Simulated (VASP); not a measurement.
# Nd2H3 (R-3m) in VASP: notebook

Nd2H3 is run at these levels: PBE; tasks: single point.

Program: VASP 6.6.1. These are calculated values, not measurements. Logs are shortened: lines on timing, memory, paths and dates and some standing lists are left out, and cuts for length are marked.

**1. The cell of the first run**

The structure is trigonal, space group R-3m (No. 166). Conventional cell: a = 5.013 Å, b = 5.013 Å, c = 11.230 Å, α = 90.00°, β = 90.00°, γ = 120.00°. Within 3.3 Å of Nd (site symmetry -3m) lie 6 H at 2.51 Å. Nd (site symmetry -3m) has 6 H at 2.37 Å within 3.1 Å. Within 3.1 Å of H (site symmetry 2/m) lie 4 Nd at 2.37 to 2.51 Å and 4 H at 2.51 Å.

The cell was built from a structure type or drawn by symmetry, and may not be a known phase.

**2. Single point, PBE**

INCAR reads:

```
SYSTEM = Nd2H3
PREC = Accurate ; ENCUT = 500
EDIFF = 1E-6 ; ISMEAR = 0
SIGMA = 0.1 ; LREAL = .FALSE.
LASPH = .TRUE. ; NELM = 200
ALGO = Normal ; ISIF = 2
LWAVE = .FALSE. ; LCHARG = .TRUE.
GGA = PE ; LELF = .TRUE.
LVHAR = .TRUE. ; NBANDS = 20
GGA_COMPAT = .FALSE. ; LMAXMIX = 6
```

KPOINTS reads:

```
Automatic mesh
0
G
  6 6 6
  0 0 0
```

POSCAR reads:

```
Nd2H3
1.0
    2.5063419830      1.4470372186      3.7434782009
   -2.5063419830      1.4470372186      3.7434782009
    0.0000000000     -2.8940744371      3.7434782009
Nd H
2 3
Direct
    0.5000000000      0.5000000000      0.5000000000
    0.0000000000      0.0000000000      0.0000000000
    0.0000000000      0.0000000000      0.5000000000
    0.5000000000      0.0000000000      0.0000000000
    0.0000000000      0.5000000000      0.0000000000
```

Potentials or basis: VASP PAW PBE potentials, release 64 (Nd_3, H), 4f in core.

Run with:

```console
$ cat potpaw_PBE.64/Nd_3/POTCAR potpaw_PBE.64/H/POTCAR > POTCAR
$ mpirun -np 1 vasp_std > vasp.out
```

OUTCAR:

```text
SYSTEM = Nd2H3
   PREC = Accurate
   ENCUT = 500
   EDIFF = 1E-6
   ISMEAR = 0
   LREAL = .FALSE.
   LASPH = .TRUE.
   NELM = 200
   ISIF = 2
   GGA = PE

 ion  position               nearest neighbor table
   1  0.500  0.500  0.500-   2 3.45   2 3.45   2 3.45   2 3.45   2 3.45   2 3.45
   2  0.000  0.000  0.000-   1 3.45   1 3.45   1 3.45   1 3.45   1 3.45   1 3.45
   3  0.000  0.000  0.500-
   4  0.500  0.000  0.000-
   5  0.000  0.500  0.000-

  LATTYP: Found a trigonal (rhomboedric) cell.
 ALAT       =     4.7317328632
 COS(alpha) =     0.4388613052

  Lattice vectors:

 A1 = (   2.5063419830,   1.4470372186,   3.7434782009)
 A2 = (  -2.5063419830,   1.4470372186,   3.7434782009)
 A3 = (   0.0000000000,  -2.8940744371,   3.7434782009)

Analysis of symmetry for initial positions (statically):
=====================================================================
 Subroutine PRICEL returns:
 Original cell was already a primitive cell.

 Routine SETGRP: Setting up the symmetry group for a
 trigonal (rhombohedral) supercell.

 Subroutine GETGRP returns: Found 12 space group operations
 (whereof 12 operations were pure point group operations)
 out of a pool of 12 trial point group operations.

The static configuration has the point symmetry D_3d.

Analysis of symmetry for dynamics (positions and initial velocities):
=====================================================================
 Subroutine PRICEL returns:
 Original cell was already a primitive cell.

 Routine SETGRP: Setting up the symmetry group for a
 trigonal (rhombohedral) supercell.

 Subroutine GETGRP returns: Found 12 space group operations
 (whereof 12 operations were pure point group operations)
 out of a pool of 12 trial point group operations.

The dynamic configuration has the point symmetry D_3d.

 Subroutine INISYM returns: Found 12 space group operations
 (whereof 12 operations are pure point group operations),
 and found     1 'primitive' translations

----------------------------------------------------------------------------------------

                                     Primitive cell

  volume of cell :      81.4604

  direct lattice vectors                    reciprocal lattice vectors
     2.506341983  1.447037219  3.743478201     0.199493925  0.115177871  0.089043749
    -2.506341983  1.447037219  3.743478201    -0.199493925  0.115177871  0.089043749
     0.000000000 -2.894074437  3.743478201     0.000000000 -0.230355743  0.089043749

  length of vectors
     4.731732863  4.731732863  4.731732863     0.246966713  0.246966713  0.246966713

  position of ions in fractional coordinates (direct lattice)
     0.500000000  0.500000000  0.500000000
     0.000000000  0.000000000  0.000000000
     1.000000000  1.000000000  0.500000000
     0.500000000  1.000000000  1.000000000
     1.000000000  0.500000000  1.000000000

  ion indices of the primitive-cell ions
   primitive index   ion index
                 1           1
                 2           2
                 3           3
                 4           4
                 5           5

----------------------------------------------------------------------------------------

 KPOINTS: Automatic mesh

Automatic generation of k-mesh.
 Grid dimensions read from file:
 generate k-points for:    6    6    6

 Generating k-lattice:

  Cartesian coordinates                     Fractional coordinates (reciprocal lattice)
     0.033248988  0.019196312  0.014840625     0.166666667 -0.000000000  0.000000000
    -0.033248988  0.019196312  0.014840625    -0.000000000  0.166666667  0.000000000
     0.000000000 -0.038392624  0.014840625    -0.000000000 -0.000000000  0.166666667

  Length of vectors
     0.041161119  0.041161119  0.041161119

  Shift w.r.t. Gamma in fractional coordinates (k-lattice)
     0.000000000  0.000000000  0.000000000

 Subroutine IBZKPT returns following result:
 ===========================================

 Found     32 irreducible k-points:

 Following reciprocal coordinates:
            Coordinates               Weight
  0.000000  0.000000  0.000000      1.000000
  0.166667  0.000000 -0.000000      6.000000
  0.333333  0.000000  0.000000      6.000000
  0.500000  0.000000 -0.000000      3.000000
  0.166667  0.166667 -0.000000      6.000000
  0.333333  0.166667  0.000000     12.000000
[... 16 lines left out ...]
  0.500000  0.500000  0.166667      6.000000
 -0.333333  0.500000  0.166667     12.000000
 [... further k-points ...]
   k-points           NKPTS =     32   k-points in BZ     NKDIM =     32   number of bands    NBANDS=     20
   number of dos      NEDOS =    301   number of ions     NIONS =      5
   total plane-waves  NPLWV =  46656
   dimension x,y,z NGX =    36 NGY =   36 NGZ =   36
   dimension x,y,z NGXF=    72 NGYF=   72 NGZF=   72
   ions per type =               2   3
   NGX,Y,Z   is equivalent  to a cutoff of  12.65, 12.65, 12.65 a.u.
   NGXF,Y,Z  is equivalent  to a cutoff of  25.30, 25.30, 25.30 a.u.
 SYSTEM =  Nd2H3
   PREC   = accura    normal or accurate (medium, high low for compatibility)
   ISTART =      0    job   : 0-new  1-cont  2-samecut
   ICHARG =      2    charge: 1-file 2-atom 10-const
   ISPIN  =      1    spin polarized calculation?
   LNONCOLLINEAR =      F non collinear calculations
   LSORBIT =      F    spin-orbit coupling
   LASPH  =      T    aspherical Exc in radial PAW
   ENCUT  =  500.0 eV  36.75 Ry    6.06 a.u.   8.63  8.63  8.63*2*pi/ulx,y,z
   NELM   =    200;   NELMIN=  2; NELMDL= -5     # of ELM steps
   EDIFF  = 0.1E-05   stopping-criterion for ELM
   LREAL  =      F    real-space projection
   EDIFFG = 0.1E-04   stopping-criterion for IOM
   NSW    =      0    number of steps for IOM
   IBRION =     -1    ionic relax: 0-MD 1-quasi-New 2-CG
   NFREE  =      0    steps in history (QN), initial steepest desc. (CG)
   ISIF   =      2    stress and relaxation
   ISYM   =      2    0-nonsym 1-usesym 2-fastsym
   POTIM  = 0.5000    time-step for ionic-motion
   TEBEG  =    0.0;   TEEND  =   0.0 temperature during run
   PSTRESS=    0.0 pullay stress
   NELECT =      25.0000    total number of electrons
   NUPDOWN=      -1.0000    fix difference up-down
   EMIN   =  10.00;   EMAX   =-10.00  energy-range for DOS
   EFERMI =   0.00;   METHOD = LEGACY
   ISMEAR =     0;   SIGMA  =   0.10  broadening in eV -4-tet -1-fermi 0-gaus
   EFERMI_NEDOS =   21; number of points for ismear=-14 and -15
   IALGO  =     38    algorithm
   IMIX   =      4    mixing-type and parameters
     AMIX     =   0.40;   BMIX     =  1.00
     AMIX_MAG =   1.60;   BMIX_MAG =  1.00
  volume/ion in A,a.u.               =      16.29       109.94
  Fermi-wavevector in a.u.,A,eV,Ry     =   1.104263  2.086755 16.590909  1.219397
  Thomas-Fermi vector in A             =   2.240734
   LORBIT       =      0    0 simple, 1 ext, 2 COOP (PROOUT), +10 PAW based schemes
   GGA     = PE    functional components
   LHFCALC =     F    Hartree Fock is set to
   AEXX    =    0.0000 exact exchange contribution
   IVDW    =     0    specifies the selected vdW correction
   LEPSILON=     F    determine dielectric tensor
   LRPA    =     F    only Hartree local field effects (RPA)
 non-spin polarized calculation
 Gauss-broadening in eV      SIGMA  =   0.10
  energy-cutoff  :      500.00
  volume of cell :       81.46
 maximum number of plane-waves:      2095
 NGX is ok and might be reduce to    36
   NGX = 17   NGY = 17   NGZ = 17

 number of electron      25.0000001 magnetization

 Free energy of the ion-electron system (eV)
  ---------------------------------------------------
  ext. energy  EPLUGINS =         0.00000000
  ---------------------------------------------------
  free energy    TOTEN  =       -20.32051530 eV

  energy without entropy =      -20.30325011  energy(sigma->0) =      -20.31188271

 E-fermi :   2.8934     XC(G=0):  -9.5693

 val. band max:        2.8624162868   @ k =   0.3333   0.1667   0.1667
 cond. band min:       2.8953608206   @ k =   0.5000   0.3333   0.0000
 fundamental gap:      0.0329445338
 Fermi energy:         2.8934310133

 k-point     1 :       0.0000    0.0000    0.0000
  band No.  band energies     occupation
      1     -35.2989      2.00000
      2     -34.8906      2.00000
      3     -16.6600      2.00000
      4     -16.6600      2.00000
      5     -16.5511      2.00000
      6     -15.8680      2.00000
[... 12 lines left out ...]
     19      10.0826      0.00000
     20      10.0853      0.00000

 k-point     2 :       0.1667    0.0000   -0.0000
  band No.  band energies     occupation
      1     -35.2882      2.00000
      2     -34.9006      2.00000
      3     -16.6322      2.00000
      4     -16.6197      2.00000
      5     -16.5275      2.00000
      6     -15.9383      2.00000
[... 12 lines left out ...]
     19       8.1425      0.00000
     20       8.4954      0.00000

 k-point     3 :       0.3333    0.0000    0.0000
  band No.  band energies     occupation
      1     -35.2649      2.00000
      2     -34.9224      2.00000
      3     -16.5539      2.00000
      4     -16.5114      2.00000
      5     -16.4621      2.00000
      6     -16.1131      2.00000
[... 12 lines left out ...]
     19       6.4440      0.00000
     20       6.9483      0.00000

 k-point     4 :       0.5000    0.0000   -0.0000
  band No.  band energies     occupation
      1     -35.2521      2.00000
      2     -34.9345      2.00000
      3     -16.4821      2.00000
      4     -16.4186      2.00000
      5     -16.4111      2.00000
      6     -16.2335      2.00000
[... 12 lines left out ...]
     19       5.5249      0.00000
     20       5.7717      0.00000

 k-point     5 :       0.1667    0.1667   -0.0000
  band No.  band energies     occupation
      1     -35.2855      2.00000
      2     -34.9025      2.00000
      3     -16.7007      2.00000
      4     -16.6296      2.00000
      5     -16.4490      2.00000
      6     -16.1082      2.00000
[... 12 lines left out ...]
     19       8.2424      0.00000
     20       8.6356      0.00000

 k-point     6 :       0.3333    0.1667    0.0000
  band No.  band energies     occupation
      1     -35.2685      2.00000
      2     -34.9177      2.00000
      3     -16.6971      2.00000
      4     -16.6159      2.00000
      5     -16.4810      2.00000
      6     -16.1351      2.00000
[... 12 lines left out ...]
     19       7.4666      0.00000
     20       7.8780      0.00000

 k-point     7 :       0.5000    0.1667   -0.0000
  band No.  band energies     occupation
      1     -35.2530      2.00000
      2     -34.9323      2.00000
      3     -16.6461      2.00000
      4     -16.6075      2.00000
      5     -16.5287      2.00000
      6     -16.0435      2.00000
[... 12 lines left out ...]
     19       6.2857      0.00000
     20       6.3297      0.00000
[... 277 lines left out ...]
 k-point    20 :       0.5000    0.3333    0.1667
  band No.  band energies     occupation
      1     -35.2567      2.00000
      2     -34.9266      2.00000
      3     -16.7839      2.00000
      4     -16.6801      2.00000
      5     -16.5352      2.00000
      6     -16.0596      2.00000
[... 12 lines left out ...]
     19       7.2856      0.00000
     20       7.3430      0.00000

 k-point    21 :      -0.3333    0.3333    0.1667
  band No.  band energies     occupation
      1     -35.2509      2.00000
      2     -34.9325      2.00000
      3     -16.8074      2.00000
      4     -16.7751      2.00000
      5     -16.4325      2.00000
      6     -16.1723      2.00000
[... 12 lines left out ...]
     19       6.7480      0.00000
     20       6.8243      0.00000

 k-point    22 :      -0.1667    0.3333    0.1667
  band No.  band energies     occupation
      1     -35.2571      2.00000
      2     -34.9278      2.00000
      3     -16.7853      2.00000
      4     -16.6742      2.00000
      5     -16.5305      2.00000
      6     -16.0458      2.00000
[... 12 lines left out ...]
     19       7.2955      0.00000
     20       7.3318      0.00000

 k-point    23 :       0.5000    0.5000    0.1667
  band No.  band energies     occupation
      1     -35.2547      2.00000
      2     -34.9272      2.00000
      3     -16.8665      2.00000
      4     -16.7566      2.00000
      5     -16.6848      2.00000
      6     -15.8745      2.00000
[... 12 lines left out ...]
     19       6.8186      0.00000
     20       7.9227      0.00000

 k-point    24 :      -0.3333    0.5000    0.1667
  band No.  band energies     occupation
      1     -35.2518      2.00000
      2     -34.9304      2.00000
      3     -16.9070      2.00000
      4     -16.8186      2.00000
      5     -16.5626      2.00000
      6     -16.0247      2.00000
[... 12 lines left out ...]
     19       6.3733      0.00000
     20       7.4210      0.00000

 [... further k-points ...]

------------------------ aborting loop because EDIFF is reached ----------------------------------------

  FORCE on cell =-STRESS in cart. coord.  units (eV):
  Direction    XX          YY          ZZ          XY          YZ          ZX
  --------------------------------------------------------------------------------------
  -------------------------------------------------------------------------------------
  Total       -0.0224484     -0.0224484     -0.0031046      0.0000000     -0.0000000      0.0000000
  in kB       -0.4415189     -0.4415189     -0.0610617      0.0000000     -0.0000000      0.0000000
  external PRESSURE =      -0.3146999 kB  Pullay stress =       0.0000000 kB

 VOLUME and BASIS-vectors are now :
 -----------------------------------------------------------------------------
  energy-cutoff  :      500.00
  volume of cell :       81.46
      direct lattice vectors                 reciprocal lattice vectors
     2.506341983  1.447037219  3.743478201     0.199493925  0.115177871  0.089043749
    -2.506341983  1.447037219  3.743478201    -0.199493925  0.115177871  0.089043749
     0.000000000 -2.894074437  3.743478201     0.000000000 -0.230355743  0.089043749

 POSITION                                       TOTAL-FORCE (eV/Angst)
 -----------------------------------------------------------------------------------
      0.00000      0.00000      5.61522         0.000000     -0.000000     -0.000000
      0.00000      0.00000      0.00000         0.000000      0.000000     -0.000000
      0.00000     -1.44704      1.87174         0.000000      0.000000      0.000000
      1.25317      0.72352      1.87174        -0.000000      0.000000     -0.000000
     -1.25317      0.72352      1.87174        -0.000000      0.000000     -0.000000
 -----------------------------------------------------------------------------------
    total drift:                                0.000000     -0.000000      0.000000

  FREE ENERGIE OF THE ION-ELECTRON SYSTEM (eV)
  ---------------------------------------------------
  free  energy   TOTEN  =       -20.3205153033 eV

  energy  without entropy=      -20.3032501087  energy(sigma->0) =      -20.31188271
```

Wall time 34 s (1 thread of Intel Xeon Platinum 8488C (Sapphire Rapids), shared host); peak memory 0.22 GiB.

Results:

```yaml
Free_energy: -20.3205 eV
Pressure: 0.0 GPa
Band_gap_on_the_k_mesh: zero (an odd number of electrons rules out a gap without spin polarisation)
```

Caveat: spin-orbit coupling is left out, which moves the levels of the heavy elements; the 4f electrons are frozen in the core, so they carry no moment and show no levels.

[end of part 1 of 2]
